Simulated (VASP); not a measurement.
# SnTe (P-6m2) in VASP: notebook

The runs below take SnTe through single point, relaxation of cell and atoms, with PBE.

Everything below comes from runs of VASP 6.6.1. Logs are shortened: lines on timing, memory, paths and dates and some standing lists are left out, and cuts for length are marked.

### Step 1. The cell of the first run

The structure is hexagonal, space group P-6m2 (No. 187). The conventional cell has a = 3.422 Å, b = 3.422 Å, c = 5.696 Å, α = 90.00°, β = 90.00°, γ = 120.00°. Within 4.5 Å of Sn (site symmetry -6m2) lie 6 Sn at 3.42 Å and 6 Te at 3.47 Å. Within 4.5 Å of Te (site symmetry -6m2) lie 6 Te at 3.42 Å and 6 Sn at 3.47 Å.

The cell was built from a structure type or drawn by symmetry, and may not be a known phase.

### Step 2. Single point, PBE

The input, INCAR:

```
SYSTEM = SnTe
  PREC = Accurate
  ENCUT = 520
  EDIFF = 1E-6
  ISMEAR = 0
  SIGMA = 0.1
  LREAL = .FALSE.
  LASPH = .TRUE.
  NELM = 100
  ALGO = Normal
  ISIF = 2
  LWAVE = .FALSE.
  LCHARG = .FALSE.
  GGA = PE
  NBANDS = 17
```

The input, KPOINTS:

```
regular mesh
0
G
  6 6 4
  0 0 0
```

The input, POSCAR:

```
SnTe
1.0
    3.4215247457      0.0000000000      0.0000000000
   -1.7107623728      2.9631273495      0.0000000000
    0.0000000000      0.0000000000      5.6959865375
Sn Te
1 1
Direct
    0.6666666667      0.3333333333      0.0000000000
    0.0000000000      0.0000000000      0.5000000000
```

Potentials or basis: VASP PAW PBE potentials, release 64 (Sn_d, Te).

Started as:

```bash
cat potpaw_PBE.64/Sn_d/POTCAR potpaw_PBE.64/Te/POTCAR > POTCAR
mpirun -np 1 vasp_std > vasp.out
```

OUTCAR:

```text
SYSTEM = SnTe
   PREC = Accurate
   ENCUT = 520
   EDIFF = 1E-6
   ISMEAR = 0
   LREAL = .FALSE.
   LASPH = .TRUE.
   NELM = 100
   ISIF = 2
   GGA = PE

 ion  position               nearest neighbor table
   1  0.667  0.333  0.000-   2 3.47   2 3.47   2 3.47   2 3.47   2 3.47   2 3.47
   2  0.000  0.000  0.500-   1 3.47   1 3.47   1 3.47   1 3.47   1 3.47   1 3.47

  LATTYP: Found a hexagonal cell.
 ALAT       =     3.4215247457
 C/A-ratio  =     1.6647509403

  Lattice vectors:

 A1 = (   3.4215247457,   0.0000000000,   0.0000000000)
 A2 = (  -1.7107623728,   2.9631273495,   0.0000000000)
 A3 = (   0.0000000000,   0.0000000000,   5.6959865375)

Analysis of symmetry for initial positions (statically):
=====================================================================
 Subroutine PRICEL returns:
 Original cell was already a primitive cell.

 Routine SETGRP: Setting up the symmetry group for a
 hexagonal supercell.

 Subroutine GETGRP returns: Found 12 space group operations
 (whereof 12 operations were pure point group operations)
 out of a pool of 24 trial point group operations.

The static configuration has the point symmetry D_3h.

Analysis of symmetry for dynamics (positions and initial velocities):
=====================================================================
 Subroutine PRICEL returns:
 Original cell was already a primitive cell.

 Routine SETGRP: Setting up the symmetry group for a
 hexagonal supercell.

 Subroutine GETGRP returns: Found 12 space group operations
 (whereof 12 operations were pure point group operations)
 out of a pool of 24 trial point group operations.

The dynamic configuration has the point symmetry D_3h.

 Subroutine INISYM returns: Found 12 space group operations
 (whereof 12 operations are pure point group operations),
 and found     1 'primitive' translations

----------------------------------------------------------------------------------------

                                     Primitive cell

  volume of cell :      57.7483

  direct lattice vectors                    reciprocal lattice vectors
     3.421524746  0.000000000  0.000000000     0.292267359  0.168740638  0.000000000
    -1.710762373  2.963127350  0.000000000     0.000000000  0.337481276  0.000000000
     0.000000000  0.000000000  5.695986537     0.000000000  0.000000000  0.175562213

  length of vectors
     3.421524746  3.421524746  5.695986537     0.337481276  0.337481276  0.175562213

  position of ions in fractional coordinates (direct lattice)
     0.666666667  0.333333333  0.000000000
     0.000000000  0.000000000  0.500000000

  ion indices of the primitive-cell ions
   primitive index   ion index
                 1           1
                 2           2

----------------------------------------------------------------------------------------

 KPOINTS: regular mesh

Automatic generation of k-mesh.
 Grid dimensions read from file:
 generate k-points for:    6    6    4

 Generating k-lattice:

  Cartesian coordinates                     Fractional coordinates (reciprocal lattice)
     0.048711226  0.028123440  0.000000000     0.166666667 -0.000000000  0.000000000
     0.000000000  0.056246879  0.000000000     0.000000000  0.166666667  0.000000000
     0.000000000  0.000000000  0.043890553     0.000000000  0.000000000  0.250000000

  Length of vectors
     0.056246879  0.056246879  0.043890553

  Shift w.r.t. Gamma in fractional coordinates (k-lattice)
     0.000000000  0.000000000  0.000000000

 Subroutine IBZKPT returns following result:
 ===========================================

 Found     21 irreducible k-points:

 Following reciprocal coordinates:
            Coordinates               Weight
  0.000000  0.000000  0.000000      1.000000
  0.166667 -0.000000  0.000000      6.000000
  0.333333  0.000000  0.000000      6.000000
  0.500000 -0.000000  0.000000      3.000000
  0.166667  0.166667  0.000000      6.000000
  0.333333  0.166667  0.000000     12.000000
[... 13 lines left out ...]
  0.333333  0.166667  0.500000     12.000000
  0.333333  0.333333  0.500000      2.000000
   k-points           NKPTS =     21   k-points in BZ     NKDIM =     21   number of bands    NBANDS=     17
   number of dos      NEDOS =    301   number of ions     NIONS =      2
   total plane-waves  NPLWV =  32928
   dimension x,y,z NGX =    28 NGY =   28 NGZ =   42
   dimension x,y,z NGXF=    56 NGYF=   56 NGZF=   84
   ions per type =               1   1
   NGX,Y,Z   is equivalent  to a cutoff of  13.60, 13.60, 12.26 a.u.
   NGXF,Y,Z  is equivalent  to a cutoff of  27.21, 27.21, 24.52 a.u.
 SYSTEM =  SnTe
   PREC   = accura    normal or accurate (medium, high low for compatibility)
   ISTART =      0    job   : 0-new  1-cont  2-samecut
   ICHARG =      2    charge: 1-file 2-atom 10-const
   ISPIN  =      1    spin polarized calculation?
   LNONCOLLINEAR =      F non collinear calculations
   LSORBIT =      F    spin-orbit coupling
   LASPH  =      T    aspherical Exc in radial PAW
   ENCUT  =  520.0 eV  38.22 Ry    6.18 a.u.   6.36  6.36 10.59*2*pi/ulx,y,z
   NELM   =    100;   NELMIN=  2; NELMDL= -5     # of ELM steps
   EDIFF  = 0.1E-05   stopping-criterion for ELM
   LREAL  =      F    real-space projection
   EDIFFG = 0.1E-04   stopping-criterion for IOM
   NSW    =      0    number of steps for IOM
   IBRION =     -1    ionic relax: 0-MD 1-quasi-New 2-CG
   NFREE  =      0    steps in history (QN), initial steepest desc. (CG)
   ISIF   =      2    stress and relaxation
   ISYM   =      2    0-nonsym 1-usesym 2-fastsym
   POTIM  = 0.5000    time-step for ionic-motion
   TEBEG  =    0.0;   TEEND  =   0.0 temperature during run
   PSTRESS=    0.0 pullay stress
   NELECT =      20.0000    total number of electrons
   NUPDOWN=      -1.0000    fix difference up-down
   EMIN   =  10.00;   EMAX   =-10.00  energy-range for DOS
   EFERMI =   0.00;   METHOD = LEGACY
   ISMEAR =     0;   SIGMA  =   0.10  broadening in eV -4-tet -1-fermi 0-gaus
   EFERMI_NEDOS =   21; number of points for ismear=-14 and -15
   IALGO  =     38    algorithm
   IMIX   =      4    mixing-type and parameters
     AMIX     =   0.40;   BMIX     =  1.00
     AMIX_MAG =   1.60;   BMIX_MAG =  1.00
  volume/ion in A,a.u.               =      28.87       194.85
[... 24 lines left out ...]

  energy without entropy =       -6.73781951  energy(sigma->0) =       -6.74136990

 E-fermi :   7.4785     XC(G=0): -10.0395

 val. band max:        7.4060460063   @ k =   0.1667  -0.0000   0.2500
 cond. band min:       7.5641173567   @ k =   0.3333   0.1667   0.5000
 fundamental gap:      0.1580713504
 Fermi energy:         7.4784619989

 k-point     1 :       0.0000    0.0000    0.0000
  band No.  band energies     occupation
      1     -14.1292      2.00000
      2     -14.0636      2.00000
      3     -14.0636      2.00000
      4     -14.0313      2.00000
      5     -14.0313      2.00000
      6      -5.4156      2.00000
[... 9 lines left out ...]
     16      17.7087      0.00000
     17      17.7113      0.00000

 k-point     2 :       0.1667   -0.0000    0.0000
  band No.  band energies     occupation
      1     -14.1149      2.00000
      2     -14.0641      2.00000
      3     -14.0464      2.00000
      4     -14.0348      2.00000
      5     -14.0338      2.00000
      6      -5.0016      2.00000
[... 9 lines left out ...]
     16      17.3299      0.00000
     17      18.1539      0.00000

 k-point     3 :       0.3333    0.0000    0.0000
  band No.  band energies     occupation
      1     -14.1144      2.00000
      2     -14.0763      2.00000
      3     -14.0418      2.00000
      4     -14.0379      2.00000
      5     -13.9736      2.00000
      6      -3.8786      2.00000
[... 9 lines left out ...]
     16      16.7623      0.00000
     17      17.4148      0.00000

 k-point     4 :       0.5000   -0.0000    0.0000
  band No.  band energies     occupation
      1     -14.1216      2.00000
      2     -14.0911      2.00000
      3     -14.0453      2.00000
      4     -14.0177      2.00000
      5     -13.9432      2.00000
      6      -2.9560      2.00000
[... 9 lines left out ...]
     16      16.4285      0.00000
     17      17.0423      0.00000

 k-point     5 :       0.1667    0.1667    0.0000
  band No.  band energies     occupation
      1     -14.0920      2.00000
      2     -14.0660      2.00000
      3     -14.0653      2.00000
      4     -14.0429      2.00000
      5     -13.9905      2.00000
      6      -4.2236      2.00000
[... 9 lines left out ...]
     16      16.6044      0.00000
     17      17.0322      0.00000

 k-point     6 :       0.3333    0.1667    0.0000
  band No.  band energies     occupation
      1     -14.0888      2.00000
      2     -14.0834      2.00000
      3     -14.0530      2.00000
      4     -14.0305      2.00000
      5     -13.9639      2.00000
      6      -3.0449      2.00000
[... 9 lines left out ...]
     16      18.3215      0.00000
     17      19.1380      0.00000

 k-point     7 :       0.3333    0.3333    0.0000
  band No.  band energies     occupation
      1     -14.0738      2.00000
      2     -14.0718      2.00000
      3     -14.0501      2.00000
      4     -14.0069      2.00000
      5     -14.0055      2.00000
      6      -2.5248      2.00000
[... 9 lines left out ...]
     16      19.4803      0.00000
     17      19.9492      0.00000

 k-point     8 :       0.0000    0.0000    0.2500
  band No.  band energies     occupation
      1     -14.1284      2.00000
      2     -14.0636      2.00000
      3     -14.0636      2.00000
      4     -14.0313      2.00000
      5     -14.0313      2.00000
      6      -5.2952      2.00000
[... 9 lines left out ...]
     16      17.2368      0.00000
     17      17.5606      0.00000
[... 143 lines left out ...]
      1     -14.1136      2.00000
      2     -14.0640      2.00000
      3     -14.0468      2.00000
      4     -14.0349      2.00000
      5     -14.0338      2.00000
      6      -4.7494      2.00000
[... 9 lines left out ...]
     16      17.6432      0.00000
     17      18.4007      0.00000

 k-point    17 :       0.3333    0.0000    0.5000
  band No.  band energies     occupation
      1     -14.1140      2.00000
      2     -14.0771      2.00000
      3     -14.0420      2.00000
      4     -14.0371      2.00000
      5     -13.9736      2.00000
      6      -3.6774      2.00000
[... 9 lines left out ...]
     16      16.1799      0.00000
     17      16.1824      0.00000

 k-point    18 :       0.5000   -0.0000    0.5000
  band No.  band energies     occupation
      1     -14.1213      2.00000
      2     -14.0921      2.00000
      3     -14.0456      2.00000
      4     -14.0169      2.00000
      5     -13.9432      2.00000
      6      -2.8378      2.00000
[... 9 lines left out ...]
     16      14.0857      0.00000
     17      14.5290      0.00000

 k-point    19 :       0.1667    0.1667    0.5000
  band No.  band energies     occupation
      1     -14.0910      2.00000
      2     -14.0667      2.00000
      3     -14.0653      2.00000
      4     -14.0431      2.00000
      5     -13.9903      2.00000
      6      -4.0024      2.00000
[... 9 lines left out ...]
     16      17.1647      0.00000
     17      18.3771      0.00000

 k-point    20 :       0.3333    0.1667    0.5000
  band No.  band energies     occupation
      1     -14.0885      2.00000
      2     -14.0843      2.00000
      3     -14.0534      2.00000
      4     -14.0300      2.00000
      5     -13.9638      2.00000
      6      -2.9080      2.00000
[... 9 lines left out ...]
     16      15.6433      0.00000
     17      17.1727      0.00000

 k-point    21 :       0.3333    0.3333    0.5000
  band No.  band energies     occupation
      1     -14.0746      2.00000
      2     -14.0723      2.00000
      3     -14.0493      2.00000
      4     -14.0068      2.00000
      5     -14.0055      2.00000
      6      -2.4409      2.00000
[... 9 lines left out ...]
     16      15.3627      0.00000
     17      15.6535      0.00000

------------------------ aborting loop because EDIFF is reached ----------------------------------------

  FORCE on cell =-STRESS in cart. coord.  units (eV):
  Direction    XX          YY          ZZ          XY          YZ          ZX
  --------------------------------------------------------------------------------------
  -------------------------------------------------------------------------------------
  Total       -0.0928586     -0.0928586     -0.0150564     -0.0000000      0.0000000      0.0000000
  in kB       -2.5762853     -2.5762853     -0.4177263     -0.0000000      0.0000000      0.0000000
  external PRESSURE =      -1.8567656 kB  Pullay stress =       0.0000000 kB

 VOLUME and BASIS-vectors are now :
 -----------------------------------------------------------------------------
  energy-cutoff  :      520.00
  volume of cell :       57.75
      direct lattice vectors                 reciprocal lattice vectors
     3.421524746  0.000000000  0.000000000     0.292267359  0.168740638  0.000000000
    -1.710762373  2.963127350  0.000000000     0.000000000  0.337481276  0.000000000
     0.000000000  0.000000000  5.695986537     0.000000000  0.000000000  0.175562213

 POSITION                                       TOTAL-FORCE (eV/Angst)
 -----------------------------------------------------------------------------------
      1.71076      0.98771      0.00000         0.000000      0.000000      0.000000
      0.00000      0.00000      2.84799         0.000000      0.000000      0.000000
 -----------------------------------------------------------------------------------
    total drift:                               -0.000000      0.000000      0.000000

  FREE ENERGIE OF THE ION-ELECTRON SYSTEM (eV)
  ---------------------------------------------------
  free  energy   TOTEN  =        -6.7449202872 eV

  energy  without entropy=       -6.7378195090  energy(sigma->0) =       -6.74136990
```

Run time: 41 s. Hardware: 1 thread of Intel Xeon 8259CL, shared host; peak memory 0.18 GiB.

What came out:

```yaml
Free_energy: -6.7449 eV
Pressure: -0.2 GPa
Band_gap_on_the_k_mesh: zero (bands 10 and 11 overlap by 4.21 eV)
```

Stress tensor (GPa, compression positive):
```
-0.26  0.00  0.00
 0.00 -0.26  0.00
 0.00  0.00 -0.04
```

Caveat: spin-orbit coupling is left out, which moves the levels of the heavy elements.

### Step 3. Single point, PBE

This run uses another cell than the first one, of 39.83 Å³/atom.

The input, INCAR:

```
SYSTEM = SnTe
  PREC = Accurate
  ENCUT = 520
  EDIFF = 1E-7
  ISMEAR = 0
  SIGMA = 0.1
  LREAL = .False.
  LASPH = .True.
  NELM = 60
  ALGO = Normal
  ISIF = 2
  LWAVE = .False.
  LCHARG = .False.
  GGA = PE
  NBANDS = 17
```

The input, KPOINTS:

```
regular mesh
0
Gamma
  6 6 4
  0 0 0
```

The input, POSCAR:

```
SnTe
1.0
    3.8625651200      0.0000000000      0.0000000000
   -1.9312825600      3.3450795100      0.0000000000
    0.0000000000      0.0000000000      6.1653715000
Sn Te
1 1
Direct
    0.6666666700      0.3333333300      0.0000000000
    0.0000000000      0.0000000000      0.5000000000
```

Potentials or basis: VASP PAW PBE potentials, release 64 (Sn_d, Te).

Started as:

```bash
cat potpaw_PBE.64/Sn_d/POTCAR potpaw_PBE.64/Te/POTCAR > POTCAR
mpirun -np 1 vasp_std > vasp.out
```

Wall time 71 s (1 thread of Intel Xeon 8259CL, shared host); peak memory 0.21 GiB.

It converged, with:

| Item | Value |
| --- | --- |
| Free energy | -6.0766 eV |
| Pressure | -7.0 GPa |
| Band gap on the k mesh | zero (bands 10 and 11 overlap by 2.12 eV) |

Stress tensor (GPa, compression positive):
```
-6.87  0.00  0.00
 0.00 -6.87  0.00
 0.00  0.00 -7.37
```

Levels at points of the mesh, in eV from the Fermi level:
| k point | band 7 | band 8 | band 9 | band 10 | band 11 | band 12 | band 13 | band 14 |
| --- | --- | --- | --- | --- | --- | --- | --- | --- |
| (0.00, 0.00, 0.00) | -7.27 | -3.41 | 1.20 | 1.20 | 3.56 | 4.34 | 4.34 | 6.11 |
| (0.50, 0.00, 0.00) | -6.02 | -2.84 | -1.43 | -1.42 | -0.06 | 1.03 | 3.04 | 4.93 |
| (0.00, 0.00, 0.50) | -7.93 | -0.93 | 0.21 | 1.26 | 1.26 | 4.26 | 4.26 | 6.71 |
| (0.50, 0.00, 0.50) | -5.95 | -3.39 | -2.79 | 0.14 | 0.75 | 2.17 | 2.46 | 5.62 |

Caveat: the cell stands under tension; spin-orbit coupling is left out, which moves the levels of the heavy elements.

### Step 4. Relaxation of cell and atoms, PBE

This run uses another cell than the first one, of 39.83 Å³/atom.

The input, INCAR:

```
SYSTEM = SnTe
PREC     = Accurate       ! precision mode
ENCUT    = 600            ! plane-wave cutoff, eV
EDIFF    = 1E-7           ! SCF threshold, eV
ISMEAR   = 0              ! smearing method
SIGMA    = 0.1            ! smearing width, eV
LREAL    = .False.        ! projectors in reciprocal space
LASPH    = .True.         ! aspherical terms in the spheres
NELM     = 60             ! most SCF steps
ALGO     = Normal         ! electronic algorithm
ISIF     = 3              ! what is computed and relaxed
LWAVE    = .False.        ! write WAVECAR
LCHARG   = .False.        ! write CHGCAR
GGA      = PE             ! functional
IBRION   = 2              ! ionic algorithm
NSW      = 90             ! ionic steps
EDIFFG   = -0.04          ! ionic threshold
```

KPOINTS is that of step 3.

POSCAR is that of step 3.

Started as:

```bash
cat potpaw_PBE.64/Sn_d/POTCAR potpaw_PBE.64/Te/POTCAR > POTCAR
mpirun -np 1 vasp_std > vasp.out
```

Run time: 4.9 min. Hardware: 1 thread of Intel Xeon 8259CL, shared host; peak memory 0.24 GiB.

The run converged. Its results:

| Quantity | Value |
| --- | --- |
| Free energy | -6.7457 eV |
| Relaxed volume | 28.79 Å³/atom |
| Relaxed cell | a = 3.415 Å, b = 3.415 Å, c = 5.702 Å, α = 90.00°, β = 90.00°, γ = 120.00° |
| Space group after relaxing (to 0.1 Å) | P-6m2 (No. 187) |
| Energy gained by relaxing | 334.6 meV/atom |
| Ionic steps | 11 |
| Pressure after relaxing | 0.0 GPa |
| Band gap on the k mesh | zero (bands 10 and 11 overlap by 4.24 eV) |

The path:
| step | energy change (eV) | largest force (eV/Å) | pressure (GPa) | volume (Å³) |
| --- | --- | --- | --- | --- |
| 1 | 0.0000 | 0.0000 | -7.02 | 79.66 |
| 2 | -0.6256 | 0.0000 | -2.32 | 61.17 |
| 3 | -0.6499 | 0.0000 | -0.14 | 58.07 |
| 4 | -0.6497 | 0.0000 | 0.18 | 57.68 |
| 5 | -0.6641 | 0.0000 | 0.31 | 57.31 |
| 6 | -0.6667 | 0.0000 | 0.41 | 57.15 |
| 7 | -0.6674 | 0.0000 | 0.68 | 56.80 |
| 8 | -0.6679 | 0.0000 | 0.55 | 56.95 |
| 9 | -0.6679 | 0.0000 | 0.58 | 56.92 |
| 10 | -0.6688 | 0.0000 | -0.30 | 57.95 |
| 11 | -0.6691 | 0.0000 | 0.00 | 57.59 |

Final structure:
```
Sn Te
1.0
     3.41500    0.00000    0.00000
    -1.70750    2.95748    0.00000
     0.00000    0.00000    5.70201
Sn Te
1 1
Direct
  0.66667 0.33333 0.00000
  0.00000 0.00000 0.50000
```

Levels at points of the mesh, in eV from the Fermi level:
```
           k point  band 8  band 9  band 10  band 11  band 12  band 13
(0.00, 0.00, 0.00)   -5.24    2.41     2.41     4.89     6.49     6.49
(0.50, 0.00, 0.00)   -3.80   -2.41    -2.17     0.10     0.61     4.33
(0.00, 0.00, 0.50)   -1.33   -0.15     2.50     2.50     6.46     6.46
(0.50, 0.00, 0.50)   -5.28   -4.12     0.40     1.01     2.66     3.37
```

Caveat: the volume moved by over 15 % at a fixed basis, so the end points are rough; spin-orbit coupling is left out, which moves the levels of the heavy elements.

### Step 5. The runs side by side

| task | cell | cutoff (eV) | gap on the mesh (eV) | pressure (GPa) |
| --- | --- | --- | --- | --- |
| single point | a = 3.422, b = 3.422, c = 5.696 Å, angles 90.0, 90.0, 120.0°, 2 atoms | 520 | none | -0.2 |
| single point | a = 3.863, b = 3.863, c = 6.165 Å, angles 90.0, 90.0, 120.0°, 2 atoms | 520 | none | -7.0 |
| relaxation of cell and atoms | relaxed from a = 3.863, b = 3.863, c = 6.165 Å, angles 90.0, 90.0, 120.0°, 2 atoms | 600 | none | 0.0 |

Alike in all rows: level PBE; potentials or basis VASP PAW PBE potentials, release 64 (Sn_d, Te); no spin polarisation; k mesh 6 × 6 × 4; smearing gaussian 0.1 eV.

Caveats: spin-orbit coupling is left out, which moves the levels of the heavy elements; the cell stands under tension (at least some runs); the volume moved by over 15 % at a fixed basis, so the end points are rough (at least some runs).

Total energies depend on the potentials used, so only differences within one code and one set of settings carry meaning.
